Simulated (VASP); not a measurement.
# TiSi16 (a cell with a defect) in VASP: single point with PBE

Aim: the single point of TiSi16 (a cell with a defect) with PBE.

Everything below comes from runs of VASP 6.6.1. Logs are shortened: lines on timing, memory, paths and dates and some standing lists are left out, and cuts for length are marked.

## (1) The cell of the first run

The cell holds a defect, 17 atoms: a = 7.679 Å, b = 7.679 Å, c = 7.679 Å, α = 60.00°, β = 60.00°, γ = 60.00°.

## (2) Single point, PBE

INCAR reads:

```
SYSTEM = TiSi16
PREC = Accurate
ENCUT = 520
EDIFF = 1E-6
ISMEAR = -1
SIGMA = 0.05
LREAL = Auto
LASPH = .True.
NELM = 80
ALGO = Normal
ISIF = 2
LWAVE = .False.
LCHARG = .True.
GGA = PE
LELF = .True.
LVHAR = .True.
NBANDS = 52
```

KPOINTS reads:

```
regular mesh
0
Gamma
  2 2 2
  0 0 0
```

POSCAR reads:

```
TiSi16
1.0
    0.0000000000      5.4300000000      5.4300000000
    5.4300000000      0.0000000000      5.4300000000
    5.4300000000      5.4300000000      0.0000000000
Si Ti
16 1
Direct
    0.0171636280     -0.0515647330      0.0173698895
    0.1130542357      0.1168032228      0.1132627072
   -0.0323038674      0.0091486188      0.5117462247
    0.1130537753      0.1168040516      0.6572189687
   -0.0008852670      0.4881996317     -0.0006804788
    0.1423350829      0.5729225599      0.1425400552
   -0.0008859116      0.4882000921      0.5137035912
    0.1111743094      0.6377210866      0.6257207182
    0.5115420810      0.0091481584     -0.0320978821
    0.6570122468      0.1168039595      0.1132614180
    0.5115421731      0.0091497238      0.5117447514
    0.6075239411      0.1773545120      0.6077303867
    0.5134987109      0.4882001842     -0.0006812155
    0.6255162983      0.6377205341      0.1113792818
    0.4823592081      0.5528512891      0.4825639963
    0.6255162063      0.6377222836      0.6257206262
    0.3122907919      0.0630541436      0.3124963168
```

Potentials or basis: VASP PAW PBE potentials, release 64 (Si, Ti_sv).

On the command line:

```sh
> cat potpaw_PBE.64/Si/POTCAR potpaw_PBE.64/Ti_sv/POTCAR > POTCAR
> mpirun -np 1 vasp_std > vasp.out
```

OUTCAR:

```text
SYSTEM = TiSi16
   PREC = Accurate
   ENCUT = 520
   EDIFF = 1E-6
   ISMEAR = -1
   LREAL = Auto
   LASPH = .True.
   NELM = 80
   ISIF = 2
   GGA = PE

 ion  position               nearest neighbor table
   1  0.017  0.948  0.017-   4 2.28   2 2.28  10 2.28   6 2.35
   2  0.113  0.117  0.113-   1 2.28   5 2.33  17 2.44   3 2.50   9 2.50
   3  0.968  0.009  0.512-  12 2.28   8 2.33  17 2.43   2 2.50   4 2.50
   4  0.113  0.117  0.657-   1 2.28   7 2.33  17 2.44   3 2.50  11 2.50
   5  0.999  0.488  0.999-   2 2.33   6 2.34  14 2.35   8 2.35
   6  0.142  0.573  0.143-   7 2.34  13 2.34   5 2.34   1 2.35
   7  0.999  0.488  0.514-   4 2.33   6 2.34  16 2.35   8 2.35
   8  0.111  0.638  0.626-   3 2.33  15 2.34   7 2.35   5 2.35
   9  0.512  0.009  0.968-  12 2.28  14 2.33  17 2.43  10 2.50   2 2.50
  10  0.657  0.117  0.113-   1 2.28  13 2.33  17 2.44  11 2.50   9 2.50
  11  0.512  0.009  0.512-  12 2.28  16 2.33  17 2.43  10 2.50   4 2.50
  12  0.608  0.177  0.608-   9 2.28  11 2.28   3 2.28  15 2.35
  13  0.513  0.488  0.999-  10 2.33   6 2.34  16 2.35  14 2.35
  14  0.626  0.638  0.111-   9 2.33  15 2.34  13 2.35   5 2.35
  15  0.482  0.553  0.483-  16 2.34  14 2.34   8 2.34  12 2.35
  16  0.626  0.638  0.626-  11 2.33  15 2.34   7 2.35  13 2.35
  17  0.312  0.063  0.312-   9 2.43   3 2.43  11 2.43   2 2.44  10 2.44   4 2.44

  LATTYP: Found a face centered cubic cell.
 ALAT       =    10.8600000000

  Lattice vectors:

 A1 = (   0.0000000000,   5.4300000000,   5.4300000000)
 A2 = (   5.4300000000,   0.0000000000,   5.4300000000)
 A3 = (   5.4300000000,   5.4300000000,   0.0000000000)

Analysis of symmetry for initial positions (statically):
=====================================================================
 Subroutine PRICEL returns:
 Original cell was already a primitive cell.

 Routine SETGRP: Setting up the symmetry group for a
 face centered cubic supercell.

 Subroutine GETGRP returns: Found  6 space group operations
 (whereof  1 operations were pure point group operations)
 out of a pool of 48 trial point group operations.

The static configuration has the point symmetry C_1 .
 The point group associated with its full space group is C_3v.

Analysis of symmetry for dynamics (positions and initial velocities):
=====================================================================
 Subroutine PRICEL returns:
 Original cell was already a primitive cell.

 Routine SETGRP: Setting up the symmetry group for a
 face centered cubic supercell.

 Subroutine GETGRP returns: Found  6 space group operations
 (whereof  1 operations were pure point group operations)
 out of a pool of 48 trial point group operations.

The dynamic configuration has the point symmetry C_1 .
 The point group associated with its full space group is C_3v.

 Subroutine INISYM returns: Found  6 space group operations
 (whereof  1 operations are pure point group operations),
 and found     1 'primitive' translations

----------------------------------------------------------------------------------------

                                     Primitive cell

  volume of cell :     320.2060

  direct lattice vectors                    reciprocal lattice vectors
     0.000000000  5.430000000  5.430000000    -0.092081031  0.092081031  0.092081031
     5.430000000  0.000000000  5.430000000     0.092081031 -0.092081031  0.092081031
     5.430000000  5.430000000  0.000000000     0.092081031  0.092081031 -0.092081031

  length of vectors
     7.679179644  7.679179644  7.679179644     0.159489025  0.159489025  0.159489025

  position of ions in fractional coordinates (direct lattice)
     0.017163628  0.948435267  0.017369890
     0.113054236  0.116803223  0.113262707
     0.967696133  0.009148619  0.511746225
     0.113053775  0.116804052  0.657218969
     0.999114733  0.488199632  0.999319521
     0.142335083  0.572922560  0.142540055
[... 9 lines left out ...]
     0.625516206  0.637722284  0.625720626
     0.312290792  0.063054144  0.312496317

  ion indices of the primitive-cell ions
   primitive index   ion index
                 1           1
                 2           2
                 3           3
                 4           4
                 5           5
                 6           6
[... 9 lines left out ...]
                16          16
                17          17

----------------------------------------------------------------------------------------

 KPOINTS: regular mesh

Automatic generation of k-mesh.
 Grid dimensions read from file:
 generate k-points for:    2    2    2

 Generating k-lattice:

  Cartesian coordinates                     Fractional coordinates (reciprocal lattice)
    -0.046040516  0.046040516  0.046040516     0.500000000  0.000000000  0.000000000
     0.046040516 -0.046040516  0.046040516     0.000000000  0.500000000  0.000000000
     0.046040516  0.046040516 -0.046040516     0.000000000  0.000000000  0.500000000

  Length of vectors
     0.079744512  0.079744512  0.079744512

  Shift w.r.t. Gamma in fractional coordinates (k-lattice)
     0.000000000  0.000000000  0.000000000

 Subroutine IBZKPT returns following result:
 ===========================================

 Found      4 irreducible k-points:

 Following reciprocal coordinates:
            Coordinates               Weight
  0.000000  0.000000  0.000000      1.000000
  0.500000  0.000000  0.000000      3.000000
  0.000000  0.500000  0.000000      1.000000
  0.500000  0.500000  0.000000      3.000000
   k-points           NKPTS =      4   k-points in BZ     NKDIM =      4   number of bands    NBANDS=     52
   number of dos      NEDOS =    301   number of ions     NIONS =     17
   total plane-waves  NPLWV = 216000
   dimension x,y,z NGX =    60 NGY =   60 NGZ =   60
   dimension x,y,z NGXF=   120 NGYF=  120 NGZF=  120
   ions per type =              16   1
   NGX,Y,Z   is equivalent  to a cutoff of  12.99, 12.99, 12.99 a.u.
   NGXF,Y,Z  is equivalent  to a cutoff of  25.98, 25.98, 25.98 a.u.
 SYSTEM =  TiSi16
   PREC   = accura    normal or accurate (medium, high low for compatibility)
   ISTART =      0    job   : 0-new  1-cont  2-samecut
   ICHARG =      2    charge: 1-file 2-atom 10-const
   ISPIN  =      1    spin polarized calculation?
   LNONCOLLINEAR =      F non collinear calculations
   LSORBIT =      F    spin-orbit coupling
   LASPH  =      T    aspherical Exc in radial PAW
   ENCUT  =  520.0 eV  38.22 Ry    6.18 a.u.  14.28 14.28 14.28*2*pi/ulx,y,z
   NELM   =     80;   NELMIN=  2; NELMDL= -5     # of ELM steps
   EDIFF  = 0.1E-05   stopping-criterion for ELM
   LREAL  =      T    real-space projection
   EDIFFG = 0.1E-04   stopping-criterion for IOM
   NSW    =      0    number of steps for IOM
   IBRION =     -1    ionic relax: 0-MD 1-quasi-New 2-CG
   NFREE  =      0    steps in history (QN), initial steepest desc. (CG)
   ISIF   =      2    stress and relaxation
   ISYM   =      2    0-nonsym 1-usesym 2-fastsym
   POTIM  = 0.5000    time-step for ionic-motion
   TEBEG  =    0.0;   TEEND  =   0.0 temperature during run
   PSTRESS=    0.0 pullay stress
   NELECT =      76.0000    total number of electrons
   NUPDOWN=      -1.0000    fix difference up-down
   EMIN   =  10.00;   EMAX   =-10.00  energy-range for DOS
   EFERMI =   0.00;   METHOD = LEGACY
   ISMEAR =    -1;   SIGMA  =   0.05  broadening in eV -4-tet -1-fermi 0-gaus
   EFERMI_NEDOS =   21; number of points for ismear=-14 and -15
   IALGO  =     38    algorithm
   IMIX   =      4    mixing-type and parameters
     AMIX     =   0.40;   BMIX     =  1.00
     AMIX_MAG =   1.60;   BMIX_MAG =  1.00
  volume/ion in A,a.u.               =      18.84       127.11
  Fermi-wavevector in a.u.,A,eV,Ry     =   1.013607  1.915439 13.978610  1.027399
  Thomas-Fermi vector in A             =   2.146786
   LORBIT       =      0    0 simple, 1 ext, 2 COOP (PROOUT), +10 PAW based schemes
   GGA     = PE    functional components
   LHFCALC =     F    Hartree Fock is set to
   AEXX    =    0.0000 exact exchange contribution
   IVDW    =     0    specifies the selected vdW correction
   LEPSILON=     F    determine dielectric tensor
   LRPA    =     F    only Hartree local field effects (RPA)
 non-spin polarized calculation
  energy-cutoff  :      520.00
  volume of cell :      320.21
 maximum number of plane-waves:      8646
 NGX is ok and might be reduce to    60
   NGX = 29   NGY = 29   NGZ = 29

 number of electron      76.0000002 magnetization

 Free energy of the ion-electron system (eV)
  ---------------------------------------------------
  ext. energy  EPLUGINS =         0.00000000
  ---------------------------------------------------
  free energy    TOTEN  =       -90.54256333 eV

  energy without entropy =      -90.46649478  energy(sigma->0) =      -90.50452906

 E-fermi :   6.8946     XC(G=0):  -9.7555

 val. band max:        6.8582410523   @ k =   0.0000   0.0000   0.0000
 cond. band min:       6.9103684083   @ k =   0.5000   0.5000   0.0000
 fundamental gap:      0.0521273560
 Fermi energy:         6.8946334579

 k-point     1 :       0.0000    0.0000    0.0000
  band No.  band energies     occupation
      1     -49.9226      2.00000
      2     -26.4015      2.00000
      3     -26.2358      2.00000
      4     -26.2357      2.00000
      5      -5.6560      2.00000
      6      -3.4502      2.00000
[... 42 lines left out ...]
     49       8.5077      0.00000
     50       8.9259      0.00000

 k-point     2 :       0.5000    0.0000    0.0000
  band No.  band energies     occupation
      1     -49.9226      2.00000
      2     -26.4015      2.00000
      3     -26.2358      2.00000
      4     -26.2357      2.00000
      5      -4.8546      2.00000
      6      -4.8264      2.00000
[... 42 lines left out ...]
     49       9.5578      0.00000
     50       9.9041      0.00000

 k-point     3 :       0.0000    0.5000    0.0000
  band No.  band energies     occupation
      1     -49.9226      2.00000
      2     -26.4015      2.00000
      3     -26.2358      2.00000
      4     -26.2357      2.00000
      5      -4.8750      2.00000
      6      -4.8249      2.00000
[... 42 lines left out ...]
     49       9.6427      0.00000
     50       9.9072      0.00000

 k-point     4 :       0.5000    0.5000    0.0000
  band No.  band energies     occupation
      1     -49.9226      2.00000
      2     -26.4015      2.00000
      3     -26.2358      2.00000
      4     -26.2357      2.00000
      5      -4.5752      2.00000
      6      -4.5475      2.00000
[... 42 lines left out ...]
     49       9.9683      0.00000
     50      10.4858      0.00000
 [bands above 50 left out]

------------------------ aborting loop because EDIFF is reached ----------------------------------------

  FORCE on cell =-STRESS in cart. coord.  units (eV):
  Direction    XX          YY          ZZ          XY          YZ          ZX
  --------------------------------------------------------------------------------------
  -------------------------------------------------------------------------------------
  Total       11.4472221     11.4472221     11.4472221      2.0711183      2.0711183     -2.0711183
  in kB       57.2771246     57.2771246     57.2771246     10.3630121     10.3630121    -10.3630121
  external PRESSURE =      57.2771246 kB  Pullay stress =       0.0000000 kB

 VOLUME and BASIS-vectors are now :
 -----------------------------------------------------------------------------
  energy-cutoff  :      520.00
  volume of cell :      320.21
      direct lattice vectors                 reciprocal lattice vectors
     0.000000000  5.430000000  5.430000000    -0.092081031  0.092081031  0.092081031
     5.430000000  0.000000000  5.430000000     0.092081031 -0.092081031  0.092081031
     5.430000000  5.430000000  0.000000000     0.092081031  0.092081031 -0.092081031

 POSITION                                       TOTAL-FORCE (eV/Angst)
 -----------------------------------------------------------------------------------
      5.24432      0.18752      5.24320         0.001817     -0.001817      0.001817
      1.24926      1.22890      1.24813         0.000410     -0.002222      0.000410
      2.82846      8.03337      5.30427        -0.001203      0.001203     -0.005027
      4.20295      4.18258      1.24813         0.002222     -0.000410      0.000410
      8.07723     10.85150      8.07612        -0.000781     -0.014777     -0.000781
      3.88496      1.54687      3.88385        -0.011294      0.011294     -0.011294
[... 9 lines left out ...]
      6.86050      6.79422      6.85939         0.000506      0.013188      0.000506
      2.03924      3.39259      2.03812         0.000962     -0.000962      0.000962
 -----------------------------------------------------------------------------------
    total drift:                               -0.004370      0.004367     -0.006321

  FREE ENERGIE OF THE ION-ELECTRON SYSTEM (eV)
  ---------------------------------------------------
  free  energy   TOTEN  =       -90.5425633270 eV

  energy  without entropy=      -90.4664947839  energy(sigma->0) =      -90.50452906
```

Run time: 5.6 min. Hardware: 1 thread of Intel Xeon 8259CL, shared host; peak memory 0.47 GiB.

What came out:

```
Free energy            : -90.5426 eV
Pressure               : 5.7 GPa
Largest force          : 0.024 eV/Å
Band gap on the k mesh : zero (bands 38 and 39 overlap by 0.19 eV)
```

Forces in eV/Å, atoms in the order of the input:
```
Si   0.002 -0.002  0.002
Si   0.000 -0.002  0.000
Si  -0.001  0.001 -0.005
Si   0.002  0.000  0.000
Si  -0.001 -0.015 -0.001
Si  -0.011  0.011 -0.011
Si   0.015  0.001 -0.001
Si   0.001 -0.001 -0.013
Si  -0.005  0.001 -0.001
Si   0.000  0.000  0.002
Si  -0.001  0.005 -0.001
Si  -0.002  0.002 -0.002
Si  -0.001  0.001  0.015
Si  -0.013 -0.001  0.001
Si   0.014 -0.014  0.014
Si   0.001  0.013  0.001
Ti   0.001 -0.001  0.001
```

Stress tensor (GPa, compression positive):
```
 5.73  1.04 -1.04
 1.04  5.73  1.04
-1.04  1.04  5.73
```

Caveat: the k points lie up to 0.50 Å⁻¹ apart.

The gap in the log of VASP goes by the Fermi energy; the results here count the filled bands.